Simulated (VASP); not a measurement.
# Cu (Cmcm) in VASP: further runs

Runs on Cu. Level: PBEsol. Tasks: single point.

Everything below comes from runs of VASP 6.6.1. Logs are shortened: lines on timing, memory, paths and dates and some standing lists are left out, and cuts for length are marked.

## (1) The cell of the first run

It takes space group Cmcm (No. 63, orthorhombic). Conventional cell: a = 2.404 Å, b = 7.845 Å, c = 2.442 Å, α = 90.00°, β = 90.00°, γ = 90.00°. Cu (site symmetry m2m) has 10 Cu at 2.40 to 2.50 Å within 3.2 Å.

## (2) Single point, PBEsol

The input, INCAR:

```
  PREC = Accurate
  ENCUT = 520
  EDIFF = 1E-6
  ISMEAR = -1
  SIGMA = 0.05
  LREAL = False
  LASPH = True
  NELM = 60
  ALGO = Normal
  ISIF = 2
  LWAVE = False
  LCHARG = False
  GGA = PS
  NBANDS = 18
```

The input, KPOINTS:

```
regular mesh
0
Gamma
  11 11 11
```

The input, POSCAR:

```
Cu
1.0
    1.2019959458     -3.9226365845      0.0000000000
    1.2019959458      3.9226365845      0.0000000000
    0.0000000000      0.0000000000      2.4420387800
Cu
2
Direct
    0.8661333500      0.1338666500      0.7500000000
    0.1338666500      0.8661333500      0.2500000000
```

Potentials or basis: VASP PAW PBE potentials, release 64 (Cu).

Run with:

```console
cat potpaw_PBE.64/Cu/POTCAR > POTCAR
mpirun -np 1 vasp_std > vasp.out
```

OUTCAR:

```text
PREC = Accurate
   ENCUT = 520
   EDIFF = 1E-6
   ISMEAR = -1
   LREAL = False
   LASPH = True
   NELM = 60
   ISIF = 2
   GGA = PS

 ion  position               nearest neighbor table
   1  0.866  0.134  0.750-   2 2.43   2 2.43   2 2.50   2 2.50   2 2.50   2 2.50
   2  0.134  0.866  0.250-   1 2.43   1 2.43   1 2.50   1 2.50   1 2.50   1 2.50

  LATTYP: Found a base centered orthorhombic cell.
 ALAT       =     2.4039918916
 B/A-ratio  =     3.2634357863
 C/A-ratio  =     1.0158265461

  Lattice vectors:

 A1 = (   1.2019959458,  -3.9226365845,   0.0000000000)
 A2 = (   1.2019959458,   3.9226365845,   0.0000000000)
 A3 = (   0.0000000000,   0.0000000000,   2.4420387800)

Analysis of symmetry for initial positions (statically):
=====================================================================
 Subroutine PRICEL returns:
 Original cell was already a primitive cell.

 Routine SETGRP: Setting up the symmetry group for a
 base centered orthorhombic supercell.

 Subroutine GETGRP returns: Found  8 space group operations
 (whereof  4 operations were pure point group operations)
 out of a pool of  8 trial point group operations.

The static configuration has the point symmetry C_2h.
 The point group associated with its full space group is D_2h.

Analysis of symmetry for dynamics (positions and initial velocities):
=====================================================================
 Subroutine PRICEL returns:
 Original cell was already a primitive cell.

 Routine SETGRP: Setting up the symmetry group for a
 base centered orthorhombic supercell.

 Subroutine GETGRP returns: Found  8 space group operations
 (whereof  4 operations were pure point group operations)
 out of a pool of  8 trial point group operations.

The dynamic configuration has the point symmetry C_2h.
 The point group associated with its full space group is D_2h.

 Subroutine INISYM returns: Found  8 space group operations
 (whereof  4 operations are pure point group operations),
 and found     1 'primitive' translations

----------------------------------------------------------------------------------------

                                     Primitive cell

  volume of cell :      23.0284

  direct lattice vectors                    reciprocal lattice vectors
     1.201995946 -3.922636585  0.000000000     0.415974781 -0.127465287  0.000000000
     1.201995946  3.922636585  0.000000000     0.415974781  0.127465287  0.000000000
     0.000000000  0.000000000  2.442038780     0.000000000  0.000000000  0.409493907

  length of vectors
     4.102666453  4.102666453  2.442038780     0.435065992  0.435065992  0.409493907

  position of ions in fractional coordinates (direct lattice)
     0.866133350  0.133866650  0.750000000
     0.133866650  0.866133350  0.250000000

  ion indices of the primitive-cell ions
   primitive index   ion index
                 1           1
                 2           2

----------------------------------------------------------------------------------------

 KPOINTS: regular mesh

Automatic generation of k-mesh.
 Grid dimensions read from file:
 generate k-points for:   11   11   11

 Generating k-lattice:

  Cartesian coordinates                     Fractional coordinates (reciprocal lattice)
     0.037815889 -0.011587753  0.000000000     0.090909091  0.000000000  0.000000000
     0.037815889  0.011587753  0.000000000     0.000000000  0.090909091  0.000000000
     0.000000000  0.000000000  0.037226719     0.000000000  0.000000000  0.090909091

  Length of vectors
     0.039551454  0.039551454  0.037226719

  Shift w.r.t. Gamma in fractional coordinates (k-lattice)
     0.000000000  0.000000000  0.000000000

 Subroutine IBZKPT returns following result:
 ===========================================

 Found    216 irreducible k-points:

 Following reciprocal coordinates:
            Coordinates               Weight
  0.000000  0.000000  0.000000      1.000000
  0.090909 -0.000000  0.000000      4.000000
  0.181818 -0.000000  0.000000      4.000000
  0.272727 -0.000000  0.000000      4.000000
  0.363636  0.000000  0.000000      4.000000
  0.454545 -0.000000  0.000000      4.000000
[... 16 lines left out ...]
 -0.272727  0.181818  0.000000      4.000000
 -0.181818  0.181818  0.000000      2.000000
 [... further k-points ...]
   k-points           NKPTS =    216   k-points in BZ     NKDIM =    216   number of bands    NBANDS=     18
   number of dos      NEDOS =    301   number of ions     NIONS =      2
   total plane-waves  NPLWV =  18432
   dimension x,y,z NGX =    32 NGY =   32 NGZ =   18
   dimension x,y,z NGXF=    64 NGYF=   64 NGZF=   36
   ions per type =               2
   NGX,Y,Z   is equivalent  to a cutoff of  12.97, 12.97, 12.25 a.u.
   NGXF,Y,Z  is equivalent  to a cutoff of  25.93, 25.93, 24.51 a.u.
 SYSTEM =  unknown system
   PREC   = accura    normal or accurate (medium, high low for compatibility)
   ISTART =      0    job   : 0-new  1-cont  2-samecut
   ICHARG =      2    charge: 1-file 2-atom 10-const
   ISPIN  =      1    spin polarized calculation?
   LNONCOLLINEAR =      F non collinear calculations
   LSORBIT =      F    spin-orbit coupling
   LASPH  =      T    aspherical Exc in radial PAW
   ENCUT  =  520.0 eV  38.22 Ry    6.18 a.u.   7.63  7.63  4.54*2*pi/ulx,y,z
   NELM   =     60;   NELMIN=  2; NELMDL= -5     # of ELM steps
   EDIFF  = 0.1E-05   stopping-criterion for ELM
   LREAL  =      F    real-space projection
   EDIFFG = 0.1E-04   stopping-criterion for IOM
   NSW    =      0    number of steps for IOM
   IBRION =     -1    ionic relax: 0-MD 1-quasi-New 2-CG
   NFREE  =      0    steps in history (QN), initial steepest desc. (CG)
   ISIF   =      2    stress and relaxation
   ISYM   =      2    0-nonsym 1-usesym 2-fastsym
   POTIM  = 0.5000    time-step for ionic-motion
   TEBEG  =    0.0;   TEEND  =   0.0 temperature during run
   PSTRESS=    0.0 pullay stress
   NELECT =      22.0000    total number of electrons
   NUPDOWN=      -1.0000    fix difference up-down
   EMIN   =  10.00;   EMAX   =-10.00  energy-range for DOS
   EFERMI =   0.00;   METHOD = LEGACY
   ISMEAR =    -1;   SIGMA  =   0.05  broadening in eV -4-tet -1-fermi 0-gaus
   EFERMI_NEDOS =   21; number of points for ismear=-14 and -15
   IALGO  =     38    algorithm
   IMIX   =      4    mixing-type and parameters
     AMIX     =   0.40;   BMIX     =  1.00
     AMIX_MAG =   1.60;   BMIX_MAG =  1.00
  volume/ion in A,a.u.               =      11.51        77.70
  Fermi-wavevector in a.u.,A,eV,Ry     =   1.612357  3.046913 35.370995  2.599695
  Thomas-Fermi vector in A             =   2.707600
   LORBIT       =      0    0 simple, 1 ext, 2 COOP (PROOUT), +10 PAW based schemes
   GGA     = PS    functional components
   LHFCALC =     F    Hartree Fock is set to
   AEXX    =    0.0000 exact exchange contribution
   IVDW    =     0    specifies the selected vdW correction
   LEPSILON=     F    determine dielectric tensor
   LRPA    =     F    only Hartree local field effects (RPA)
 non-spin polarized calculation
  energy-cutoff  :      520.00
  volume of cell :       23.03
 maximum number of plane-waves:       637
   NGX = 15   NGY = 15   NGZ =  9

 number of electron      21.9999989 magnetization

 Free energy of the ion-electron system (eV)
  ---------------------------------------------------
  ext. energy  EPLUGINS =         0.00000000
  ---------------------------------------------------
  free energy    TOTEN  =        -8.29213962 eV

  energy without entropy =       -8.28824094  energy(sigma->0) =       -8.29019028

 E-fermi :   7.7280     XC(G=0): -13.0219

 val. band max:        7.7016250808   @ k =  -0.3636   0.3636   0.3636
 cond. band min:       7.7742722321   @ k =   0.4545   0.0909   0.1818
 fundamental gap:      0.0726471513
 Fermi energy:         7.7280464715

 k-point     1 :       0.0000    0.0000    0.0000
  band No.  band energies     occupation
      1      -1.8703      2.00000
      2       2.5093      2.00000
      3       3.3119      2.00000
      4       3.8226      2.00000
      5       4.5738      2.00000
      6       4.8555      2.00000
[... 10 lines left out ...]
     17      27.7677      0.00000
     18      29.7526      0.00000

 k-point     2 :       0.0909   -0.0000    0.0000
  band No.  band energies     occupation
      1      -1.6250      2.00000
      2       2.6026      2.00000
      3       3.4057      2.00000
      4       3.9093      2.00000
      5       4.6025      2.00000
      6       4.8430      2.00000
[... 10 lines left out ...]
     17      28.4419      0.00000
     18      31.5139      0.00000

 k-point     3 :       0.1818   -0.0000    0.0000
  band No.  band energies     occupation
      1      -0.9105      2.00000
      2       2.8284      2.00000
      3       3.6489      2.00000
      4       4.1097      2.00000
      5       4.5254      2.00000
      6       4.6774      2.00000
[... 10 lines left out ...]
     17      28.7693      0.00000
     18      31.9633      0.00000

 k-point     4 :       0.2727   -0.0000    0.0000
  band No.  band energies     occupation
      1       0.1902      2.00000
      2       3.0489      2.00000
      3       3.8280      2.00000
      4       3.9217      2.00000
      5       4.5910      2.00000
      6       4.7639      2.00000
[... 375 lines left out ...]
      4       4.1470      2.00000
      5       4.2590      2.00000
      6       4.8246      2.00000
[... 10 lines left out ...]
     17      29.0314      0.00000
     18      29.4920      0.00000

 k-point    23 :      -0.2727    0.1818    0.0000
  band No.  band energies     occupation
      1      -1.1283      2.00000
      2       2.4289      2.00000
      3       3.2874      2.00000
      4       3.9818      2.00000
      5       4.5636      2.00000
      6       4.7675      2.00000
[... 10 lines left out ...]
     17      28.6789      0.00000
     18      29.9448      0.00000

 k-point    24 :      -0.1818    0.1818    0.0000
  band No.  band energies     occupation
      1      -1.5337      2.00000
      2       2.4025      2.00000
      3       3.2346      2.00000
      4       3.8753      2.00000
      5       4.6890      2.00000
      6       4.7224      2.00000
[... 10 lines left out ...]
     17      29.5267      0.00000
     18      29.5991      0.00000

 [... further k-points ...]

------------------------ aborting loop because EDIFF is reached ----------------------------------------

  FORCE on cell =-STRESS in cart. coord.  units (eV):
  Direction    XX          YY          ZZ          XY          YZ          ZX
  --------------------------------------------------------------------------------------
  -------------------------------------------------------------------------------------
  Total        0.7955220      0.7572048      0.9217545      0.0000000      0.0000000      0.0000000
  in kB       55.3476432     52.6817642     64.1301438      0.0000000      0.0000000      0.0000000
  external PRESSURE =      57.3865171 kB  Pullay stress =       0.0000000 kB

 VOLUME and BASIS-vectors are now :
 -----------------------------------------------------------------------------
  energy-cutoff  :      520.00
  volume of cell :       23.03
      direct lattice vectors                 reciprocal lattice vectors
     1.201995946 -3.922636585  0.000000000     0.415974781 -0.127465287  0.000000000
     1.201995946  3.922636585  0.000000000     0.415974781  0.127465287  0.000000000
     0.000000000  0.000000000  2.442038780     0.000000000  0.000000000  0.409493907

 POSITION                                       TOTAL-FORCE (eV/Angst)
 -----------------------------------------------------------------------------------
      1.20200     -2.87242      1.83153         0.000000     -0.055022      0.000000
      1.20200      2.87242      0.61051         0.000000      0.055022     -0.000000
 -----------------------------------------------------------------------------------
    total drift:                                0.000000      0.000000      0.000000

  FREE ENERGIE OF THE ION-ELECTRON SYSTEM (eV)
  ---------------------------------------------------
  free  energy   TOTEN  =        -8.2921396205 eV

  energy  without entropy=       -8.2882409365  energy(sigma->0) =       -8.29019028
```

It took 84 s on 1 thread of Intel Xeon 8259CL, shared host; peak memory 0.2 GiB.

Results:

```
Free energy            : -8.2921 eV
Pressure               : 5.7 GPa
Largest force          : 0.055 eV/Å
Band gap on the k mesh : zero (bands 11 and 12 overlap by 5.52 eV)
```

Forces on the atoms (eV/Å):
```
Cu   0.000 -0.055  0.000
Cu   0.000  0.055  0.000
```

Stress tensor (GPa, compression positive):
```
5.53 0.00 0.00
0.00 5.27 0.00
0.00 0.00 6.41
```

Caveat: the cell stands under pressure; the PAW data sets were made with another functional, which shifts forces and pressure a little.

[end of part 1 of 2]
